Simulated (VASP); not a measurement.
# Fe (Im-3m) in VASP: a series of runs, part 2 of 2

VASP 6.6.1.

## 4. Single point, revPBE, collinear spin, ferromagnetic start (10.76 Å³/atom)

This run uses another cell than the first one, of 10.76 Å³/atom.

File INCAR:

```
SYSTEM = Fe
ALGO = Normal
EDIFF = 1E-6
ENCUT = 600
GGA = RE
GGA_COMPAT = .FALSE.
ISIF = 2
ISMEAR = -1
ISPIN = 2
LASPH = .TRUE.
LCHARG = .FALSE.
LMAXMIX = 4
LORBIT = 11
LREAL = .FALSE.
LWAVE = .FALSE.
MAGMOM = -2.213 -2.213
NBANDS = 19
NELM = 200
PREC = Accurate
SIGMA = 0.05
```

File KPOINTS:

```
k-points
0
G
  18 18 18
  0 0 0
```

File POSCAR:

```
Fe
1.0
    2.7818800419      0.0000000000      0.0000000000
    0.0000000000      2.7818800419      0.0000000000
    0.0000000000      0.0000000000      2.7818800419
Fe
2
Direct
    0.0000000000      0.0000000000      0.0000000000
    0.5000000000      0.5000000000      0.5000000000
```

The run is started by

```
$ cat potpaw_PBE.64/Fe/POTCAR > POTCAR
$ mpirun -np 1 vasp_std > vasp.out
```

Wall time 2.9 min (1 thread of Oxide Virtual Turin-like, shared host); peak memory 0.23 GiB.

Results (log left out):

| Property | Result |
| --- | --- |
| Free energy | -15.6460 eV |
| Pressure | 16.1 GPa |
| Net moment | -4.23 μB per cell |
| Site moments | Fe -2.10 μB |
| Valence electrons inside the program's atomic spheres | Fe 7.38 |

Levels at points of the mesh, in eV from the Fermi level:
Spin up:
| k point | band 2 | band 3 | band 4 | band 5 | band 6 | band 7 | band 8 | band 9 | band 10 | band 11 |
| --- | --- | --- | --- | --- | --- | --- | --- | --- | --- | --- |
| (0.00, 0.00, 0.00) | -3.40 | -3.40 | -0.58 | -0.58 | -0.58 | 1.64 | 1.64 | 2.31 | 2.31 | 2.31 |
| (0.50, 0.00, 0.00) | -4.28 | -0.99 | -0.99 | -0.17 | -0.17 | -0.17 | -0.17 | 0.83 | 0.83 | 2.66 |
| (0.50, 0.50, 0.00) | -3.99 | -1.95 | -1.95 | 0.60 | 0.60 | 1.48 | 1.48 | 1.92 | 1.92 | 2.64 |
| (0.50, 0.50, 0.50) | -2.09 | -2.09 | -2.09 | -2.09 | -2.09 | 1.97 | 1.97 | 1.97 | 1.97 | 9.87 |
Spin down:
```
           k point  band 6  band 7  band 8  band 9  band 10  band 11  band 12  band 13  band 14  band 15
(0.00, 0.00, 0.00)   -2.43   -1.13   -1.13    0.19     0.19     0.19    10.34    10.34    10.34    16.18
(0.50, 0.00, 0.00)   -1.95   -1.95   -1.95   -1.15    -1.15     0.30     0.30    17.82    17.82    17.82
(0.50, 0.50, 0.00)   -1.04   -0.91   -0.91    0.48     0.48     0.50     0.50     7.85     7.85    18.81
(0.50, 0.50, 0.50)   -3.43   -0.88   -0.88   -0.88    -0.88     9.01     9.01     9.01     9.01     9.01
```

Caveat: the cell stands under pressure; the PAW data sets were made with another functional, which shifts forces and pressure a little.

## 5. Single point, revPBE, collinear spin, antiferromagnetic start

This run uses another cell than the first one, of 11.21 Å³/atom.

File INCAR:

```
  PREC = Accurate
  ENCUT = 600
  EDIFF = 1E-6
  ISMEAR = -1
  SIGMA = 0.05
  LREAL = False
  LASPH = True
  NELM = 200
  ALGO = Normal
  ISIF = 2
  LWAVE = False
  LCHARG = True
  ISPIN = 2
  MAGMOM = 1.418 -1.418
  LORBIT = 11
  LMAXMIX = 4
  GGA = RE
  LELF = True
  LVHAR = True
  NBANDS = 19
  GGA_COMPAT = False
```

File KPOINTS:

```
regular mesh
0
Gamma
  18 18 18
```

File POSCAR:

```
Fe
1.0
    2.8199927237      0.0000000000      0.0000000000
    0.0000000000      2.8199927237      0.0000000000
    0.0000000000      0.0000000000      2.8199927237
Fe
2
Direct
    0.0000000000      0.0000000000      0.0000000000
    0.5000000000      0.5000000000      0.5000000000
```

The run is started by

```
$ cat potpaw_PBE.64/Fe/POTCAR > POTCAR
$ mpirun -np 1 vasp_std > vasp.out
```

Wall time 4.7 min (1 thread of Oxide Virtual Turin-like, shared host); peak memory 0.24 GiB.

The run converged. Its results:

| Property | Result |
| --- | --- |
| Free energy | -14.8034 eV |
| Pressure | 0.2 GPa |
| Band gap on the k mesh | zero (filled and empty bands overlap) |
| Net moment | 0.00 μB per cell |
| Site moments | Fe +1.49, -1.49 μB |
| Valence electrons inside the program's atomic spheres | Fe 7.29 |

Levels at points of the mesh, in eV from the Fermi level:
Spin up:
| k point | band 6 | band 7 | band 8 | band 9 | band 10 | band 11 |
| --- | --- | --- | --- | --- | --- | --- |
| (0.00, 0.00, 0.00) | -1.82 | 0.09 | 0.09 | 1.01 | 1.01 | 1.01 |
| (0.50, 0.00, 0.00) | -1.37 | -1.03 | -0.73 | -0.73 | 0.16 | 0.24 |
| (0.50, 0.50, 0.00) | -0.56 | 0.33 | 0.33 | 0.46 | 1.19 | 1.25 |
| (0.50, 0.50, 0.50) | -2.48 | -0.82 | -0.82 | 1.24 | 1.24 | 8.80 |
Spin down:
```csv
k point,band 6,band 7,band 8,band 9,band 10,band 11
"(0.00, 0.00, 0.00)",-1.82,0.09,0.09,1.01,1.01,1.01
"(0.50, 0.00, 0.00)",-1.37,-1.03,-0.73,-0.73,0.16,0.24
"(0.50, 0.50, 0.00)",-0.56,0.33,0.33,0.46,1.19,1.25
"(0.50, 0.50, 0.50)",-2.48,-0.82,-0.82,1.24,1.24,8.80
```

Caveat: the antiferromagnetic order is the one typed at the start, and another may lie lower; the PAW data sets were made with another functional, which shifts forces and pressure a little.

## 6. Single point, revPBE, collinear spin, ferromagnetic start (11.21 Å³/atom)

This run uses another cell than the first one, of 11.21 Å³/atom.

File INCAR:

```
SYSTEM = Fe
PREC     = Accurate       ! precision mode
ENCUT    = 600            ! plane-wave cutoff, eV
EDIFF    = 1E-6           ! SCF threshold, eV
ISMEAR   = -1             ! smearing method
SIGMA    = 0.05           ! smearing width, eV
LREAL    = .False.        ! projectors in reciprocal space
LASPH    = .True.         ! aspherical terms in the spheres
NELM     = 200            ! most SCF steps
ALGO     = Normal         ! electronic algorithm
ISIF     = 2              ! what is computed and relaxed
LWAVE    = .False.        ! write WAVECAR
LCHARG   = .True.         ! write CHGCAR
ISPIN    = 2              ! spin polarisation
MAGMOM   = -2.213 -2.213  ! initial moments
LORBIT   = 11             ! projections on sites
LMAXMIX  = 4              ! l up to which the mixer works
GGA      = RE             ! functional
LELF     = .True.         ! ELF
LVHAR    = .True.       
NBANDS   = 19             ! bands
GGA_COMPAT= .False.
```

File KPOINTS:

```
regular mesh
0
Gamma
  18 18 18
  0 0 0
```

POSCAR is that of step 5.

Potentials or basis: VASP PAW PBE potentials, release 64 (Fe).

The run is started by

```
$ cat potpaw_PBE.64/Fe/POTCAR > POTCAR
$ mpirun -np 1 vasp_std > vasp.out
```

Run time: 2.1 min. Hardware: 1 thread of Oxide Virtual Turin-like, shared host; peak memory 0.24 GiB.

It converged, with:

| Quantity | Value |
| --- | --- |
| Free energy | -15.7084 eV |
| Pressure | 6.8 GPa |
| Net moment | -4.37 μB per cell |
| Site moments | Fe -2.18 μB |
| Valence electrons inside the program's atomic spheres | Fe 7.29 |

Levels at points of the mesh, in eV from the Fermi level:
Spin up:
```csv
k point,band 3,band 4,band 5,band 6,band 7,band 8,band 9,band 10
"(0.00, 0.00, 0.00)",-3.08,-0.40,-0.40,-0.40,1.71,1.71,2.34,2.34
"(0.50, 0.00, 0.00)",-0.78,-0.78,-0.02,-0.02,-0.02,-0.02,0.93,0.93
"(0.50, 0.50, 0.00)",-1.71,-1.71,0.61,0.61,1.55,1.55,1.97,1.97
"(0.50, 0.50, 0.50)",-1.88,-1.88,-1.88,-1.88,2.02,2.02,2.02,2.02
```
Spin down:
```csv
k point,band 6,band 7,band 8,band 9,band 10,band 11,band 12,band 13,band 14,band 15
"(0.00, 0.00, 0.00)",-2.33,-1.11,-1.11,0.13,0.13,0.13,10.07,10.07,10.07,15.77
"(0.50, 0.00, 0.00)",-1.88,-1.88,-1.88,-1.13,-1.13,0.24,0.24,17.30,17.30,17.30
"(0.50, 0.50, 0.00)",-1.03,-0.91,-0.91,0.40,0.40,0.54,0.54,7.49,7.49,18.50
"(0.50, 0.50, 0.50)",-3.27,-0.88,-0.88,-0.88,-0.88,8.74,8.74,8.74,8.74,8.74
```

Caveat: the cell stands under pressure; the PAW data sets were made with another functional, which shifts forces and pressure a little.

## 7. The runs side by side

| spin | cell | gap on the mesh (eV) | pressure (GPa) | moment (μB) |
| --- | --- | --- | --- | --- |
| collinear, ferromagnetic start | a = 2.702 Å, 2 atoms | none | 42.6 | 3.95 |
| collinear, ferromagnetic start | a = 2.743 Å, 2 atoms | none | 28.0 | 4.12 |
| collinear, ferromagnetic start | a = 2.782 Å, 2 atoms | none | 16.1 | 4.23 |
| collinear, antiferromagnetic start | a = 2.820 Å, 2 atoms | none | 0.2 | 0.00 |
| collinear, ferromagnetic start | a = 2.820 Å, 2 atoms | none | 6.8 | 4.37 |

Alike in all rows: task single point; level revPBE; potentials or basis VASP PAW PBE potentials, release 64 (Fe); k mesh 18 × 18 × 18; cutoff (eV) 600; smearing fermi-dirac 0.05 eV.

Caveats: the PAW data sets were made with another functional, which shifts forces and pressure a little; the cell stands under pressure (at least some runs); the antiferromagnetic order is the one typed at the start, and another may lie lower (at least some runs).

Absolute energies hang on the potentials; compare differences alone.
